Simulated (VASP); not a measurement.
# Zn7S8 (a cell with a defect) in VASP: notebook, part 2 of 2

VASP 6.6.1.

## 3. Single point, PBE, collinear spin (atoms taken out, then relaxed in part)

INCAR reads:

```
SYSTEM = Zn7S8
  PREC = Accurate
  ENCUT = 520
  EDIFF = 1E-7
  ISMEAR = 0
  SIGMA = 0.01
  LREAL = Auto
  LASPH = .TRUE.
  NELM = 150
  ALGO = Normal
  ISIF = 2
  LWAVE = .FALSE.
  LCHARG = .TRUE.
  ISPIN = 2
  MAGMOM = 0 0 0 0 0 0 0 0.5 0.5 0 0.5 0 0.5 0 0
  LORBIT = 11
  GGA = PE
  LELF = .TRUE.
  LVHAR = .TRUE.
  NBANDS = 83
```

KPOINTS reads:

```
Automatic mesh
0
G
  2 2 2
  0 0 0
```

POSCAR reads:

```
Zn7S8
1.0
    0.0000000000      5.4423087610     -5.4423087610
    5.4423087610      5.4423087610      0.0000000000
    5.4423087610      0.0000000000     -5.4423087610
Zn S
7 8
Direct
    0.0030044070     -0.0036777240      0.0018473997
    0.4954524313      0.5039294873      0.0051355458
    0.4987720639     -0.0037268230      0.0018601117
    0.0031117672      0.5006376381      0.4975396236
    0.0064245791     -0.0070612371      0.4942505813
    0.4987695372      0.5005835840      0.4975799578
    0.5009116078     -0.0015544606      0.4997277151
    0.1278585523      0.1217157910      0.1225110046
    0.1237045361      0.6254265904      0.1266616183
    0.6253055851      0.1257363368      0.1235916174
    0.6242115897      0.6253748398      0.1266799765
    0.1248161335      0.1229000530      0.6241233293
    0.1278873260      0.6212127503      0.6230675097
    0.6281785989      0.1228594694      0.6241418957
    0.6253709926      0.6223254572      0.6269713201
```

Potentials or basis: VASP PAW PBE potentials, release 64 (Zn, S).

The run is started by

```console
cat potpaw_PBE.64/Zn/POTCAR potpaw_PBE.64/S/POTCAR > POTCAR
mpirun -np 1 vasp_std > vasp.out
```

OUTCAR:

```text
SYSTEM = Zn7S8
   PREC = Accurate
   ENCUT = 520
   EDIFF = 1E-7
   ISMEAR = 0
   LREAL = Auto
   LASPH = .TRUE.
   NELM = 150
   ISIF = 2
   ISPIN = 2
   LORBIT = 11
   GGA = PE

 ion  position               nearest neighbor table
   1  0.003  0.996  0.002-   9 2.33   8 2.33  10 2.37  12 2.37
   2  0.495  0.504  0.005-   9 2.34  11 2.34  15 2.38  10 2.38
   3  0.499  0.996  0.002-  11 2.33   8 2.33  14 2.37  10 2.37
   4  0.003  0.501  0.498-   9 2.33  13 2.33  12 2.37  15 2.37
   5  0.006  0.993  0.494-  13 2.34   8 2.34  12 2.38  14 2.38
   6  0.499  0.501  0.498-  13 2.33  11 2.33  14 2.37  15 2.37
   7  0.501  0.998  0.500-  14 2.36  12 2.36  15 2.36  10 2.36
   8  0.128  0.122  0.123-   1 2.33   3 2.33   5 2.34
   9  0.124  0.625  0.127-   4 2.33   1 2.33   2 2.34
  10  0.625  0.126  0.124-   7 2.36   1 2.37   3 2.37   2 2.38
  11  0.624  0.625  0.127-   3 2.33   6 2.33   2 2.34
  12  0.125  0.123  0.624-   7 2.36   1 2.37   4 2.37   5 2.38
  13  0.128  0.621  0.623-   4 2.33   6 2.33   5 2.34
  14  0.628  0.123  0.624-   7 2.36   3 2.37   6 2.37   5 2.38
  15  0.625  0.622  0.627-   7 2.36   6 2.37   4 2.37   2 2.38

  LATTYP: Found a face centered cubic cell.
 ALAT       =    10.8846175220

  Lattice vectors:

 A1 = (   0.0000000000,   5.4423087610,  -5.4423087610)
 A2 = (   5.4423087610,   5.4423087610,   0.0000000000)
 A3 = (   5.4423087610,   0.0000000000,  -5.4423087610)

Analysis of symmetry for initial positions (statically):
=====================================================================
 Subroutine PRICEL returns:
 Original cell was already a primitive cell.

 Routine SETGRP: Setting up the symmetry group for a
 face centered cubic supercell.

 Subroutine GETGRP returns: Found  1 space group operations
 (whereof  1 operations were pure point group operations)
 out of a pool of 48 trial point group operations.

The static configuration has the point symmetry C_1 .

Analysis of symmetry for dynamics (positions and initial velocities):
=====================================================================
 Subroutine PRICEL returns:
 Original cell was already a primitive cell.

 Routine SETGRP: Setting up the symmetry group for a
 face centered cubic supercell.

 Subroutine GETGRP returns: Found  1 space group operations
 (whereof  1 operations were pure point group operations)
 out of a pool of 48 trial point group operations.

The dynamic configuration has the point symmetry C_1 .

Analysis of structural, dynamic, and magnetic symmetry:
=====================================================================
 Subroutine PRICEL returns:
 Original cell was already a primitive cell.

 Routine SETGRP: Setting up the symmetry group for a
 face centered cubic supercell.

 Subroutine GETGRP returns: Found  1 space group operations
 (whereof  1 operations were pure point group operations)
 out of a pool of 48 trial point group operations.

The overall configuration has the point symmetry C_1 .

 Subroutine INISYM returns: Found  1 space group operations
 (whereof  1 operations are pure point group operations),
 and found     1 'primitive' translations

[... 136 lines left out ...]
  energy-cutoff  :      520.00
  volume of cell :      322.39
 maximum number of plane-waves:      8694
 NGX is ok and might be reduce to    60
   NGX = 29   NGY = 29   NGZ = 29

 number of electron     132.0000000 magnetization       1.2500118

 Free energy of the ion-electron system (eV)
  ---------------------------------------------------
  ext. energy  EPLUGINS =         0.00000000
  ---------------------------------------------------
  free energy    TOTEN  =       -49.56633280 eV

  energy without entropy =      -49.56615985  energy(sigma->0) =      -49.56624632

 E-fermi :   1.3799     XC(G=0):  -9.2118

 val. band max:        1.3656447522   @ k =   0.0000   0.5000   0.5000
 cond. band min:       1.3943682828   @ k =   0.5000   0.0000   0.5000
 fundamental gap:      0.0287235306
 Fermi energy:         1.3799365340

 spin component 1

 k-point     1 :       0.0000    0.0000    0.0000
  band No.  band energies     occupation
      1     -11.4177      1.00000
      2     -10.5787      1.00000
      3     -10.5786      1.00000
      4     -10.5762      1.00000
      5     -10.5022      1.00000
      6     -10.2630      1.00000
[... 637 lines left out ...]
     77       7.3721      0.00000
     78       7.4884      0.00000
 Fermi energy:         1.3799365340

 spin component 2

 k-point     1 :       0.0000    0.0000    0.0000
  band No.  band energies     occupation
      1     -11.3410      1.00000
      2     -10.5271      1.00000
      3     -10.5268      1.00000
      4     -10.5257      1.00000
      5     -10.3222      1.00000
      6     -10.0502      1.00000
[... 637 lines left out ...]
     77       7.4188      0.00000
     78       7.5376      0.00000
 [bands above 78 left out]

------------------------ aborting loop because EDIFF is reached ----------------------------------------

  FORCE on cell =-STRESS in cart. coord.  units (eV):
  Direction    XX          YY          ZZ          XY          YZ          ZX
  --------------------------------------------------------------------------------------
  -------------------------------------------------------------------------------------
  Total       -1.9906764     -1.7924055     -1.7936337     -0.0032924      0.0019396     -0.0044923
  in kB       -9.8930848     -8.9077356     -8.9138398     -0.0163624      0.0096392     -0.0223253
  external PRESSURE =      -9.2382200 kB  Pullay stress =       0.0000000 kB

 VOLUME and BASIS-vectors are now :
 -----------------------------------------------------------------------------
  energy-cutoff  :      520.00
  volume of cell :      322.39
      direct lattice vectors                 reciprocal lattice vectors
     0.000000000  5.442308761 -5.442308761    -0.091872773  0.091872773 -0.091872773
     5.442308761  5.442308761  0.000000000     0.091872773  0.091872773  0.091872773
     5.442308761  0.000000000 -5.442308761     0.091872773 -0.091872773 -0.091872773

 POSITION                                       TOTAL-FORCE (eV/Angst)
 -----------------------------------------------------------------------------------
      5.43235      5.43864     -0.02641        -0.000194      0.000583     -0.000917
      2.77049      5.43894     -2.72435         0.007779     -0.000375     -0.000536
      5.43215      8.13650     -2.72459         0.000130     -0.000512      0.000112
      5.43239      2.74156     -2.72470         0.000181     -0.000234     -0.000033
      8.09374      5.43884     -2.72483        -0.005932     -0.000384      0.000282
      5.43231      5.43879     -5.42244        -0.000045      0.000302      0.000664
      8.15352      8.15996     -5.44579        -0.000724      0.000143      0.000041
      1.32916      1.35826     -1.36259         0.013110      0.010424      0.009995
      4.09310      4.07700     -1.36257        -0.014238     -0.009515      0.011509
      1.35692      4.08740     -4.07573        -0.002258     -0.001267     -0.001261
      4.09291      6.80064     -4.08658        -0.013465      0.011587     -0.009478
      4.06553      1.34815     -4.07596         0.002566     -0.001652      0.000875
      6.77176      4.07683     -4.08693         0.013835     -0.010348     -0.010034
      4.06541      4.08738     -6.81551         0.002538      0.001245     -0.001532
      6.79906      6.79035     -6.81563        -0.003281      0.000002      0.000313
 -----------------------------------------------------------------------------------
    total drift:                               -0.004067     -0.001439     -0.000832

  FREE ENERGIE OF THE ION-ELECTRON SYSTEM (eV)
  ---------------------------------------------------
  free  energy   TOTEN  =       -49.5663327996 eV

  energy  without entropy=      -49.5661598466  energy(sigma->0) =      -49.56624632

 total charge

# of ion       s       p       d       tot
------------------------------------------
    1        0.517   0.464   9.786  10.767
    2        0.515   0.461   9.785  10.761
    3        0.517   0.464   9.786  10.767
    4        0.517   0.464   9.786  10.767
    5        0.515   0.460   9.785  10.761
    6        0.517   0.464   9.786  10.767
    7        0.510   0.455   9.793  10.757
    8        1.339   2.344   0.000   3.682
    9        1.339   2.344   0.000   3.682
   10        1.316   2.417   0.000   3.733
   11        1.339   2.344   0.000   3.682
   12        1.316   2.417   0.000   3.733
   13        1.339   2.344   0.000   3.683
   14        1.316   2.417   0.000   3.733
   15        1.316   2.417   0.000   3.733
--------------------------------------------------
tot         14.225  22.276  68.507 105.008

 magnetization (x)

# of ion       s       p       d       tot
------------------------------------------
    1       -0.003   0.001   0.012   0.009
    2       -0.003   0.000   0.012   0.009
    3       -0.003   0.001   0.012   0.009
    4       -0.003   0.001   0.012   0.009
    5       -0.003   0.000   0.012   0.009
    6       -0.003   0.001   0.012   0.009
    7        0.000  -0.001  -0.002  -0.002
    8        0.007   0.191   0.000   0.197
    9        0.007   0.190   0.000   0.197
   10       -0.000  -0.001   0.000  -0.001
   11        0.007   0.190   0.000   0.197
   12       -0.000  -0.001   0.000  -0.001
   13        0.007   0.190   0.000   0.197
   14       -0.000  -0.001   0.000  -0.001
   15       -0.000  -0.001   0.000  -0.001
--------------------------------------------------
tot          0.005   0.761   0.069   0.835
```

Run time: 11 min. Hardware: 1 thread of Intel Xeon Platinum 8559C (Emerald Rapids), shared host; peak memory 0.77 GiB.

Results:

- Free energy: -49.5663 eV
- Pressure: -0.9 GPa
- Largest force: 0.021 eV/Å
- Net moment: 1.25 μB per cell
- Site moments: Zn +0.01, -0.00 (each value once); S +0.20, -0.00 (each value once) μB
- Valence electrons inside the program's atomic spheres: Zn 10.77, 10.76 (each value once); S 3.68, 3.73 (each value once)

Forces on the atoms (eV/Å):
```
Zn   0.000  0.001 -0.001
Zn   0.008  0.000 -0.001
Zn   0.000 -0.001  0.000
Zn   0.000  0.000  0.000
Zn  -0.006  0.000  0.000
Zn   0.000  0.000  0.001
Zn  -0.001  0.000  0.000
S    0.013  0.010  0.010
S   -0.014 -0.010  0.012
S   -0.002 -0.001 -0.001
S   -0.013  0.012 -0.009
S    0.003 -0.002  0.001
S    0.014 -0.010 -0.010
S    0.003  0.001 -0.002
S   -0.003  0.000  0.000
```

Caveat: the k points lie up to 0.50 Å⁻¹ apart; the cell differs from its parent crystal (atoms taken out, then relaxed in part); a moment this small can come from the mesh or the smearing.
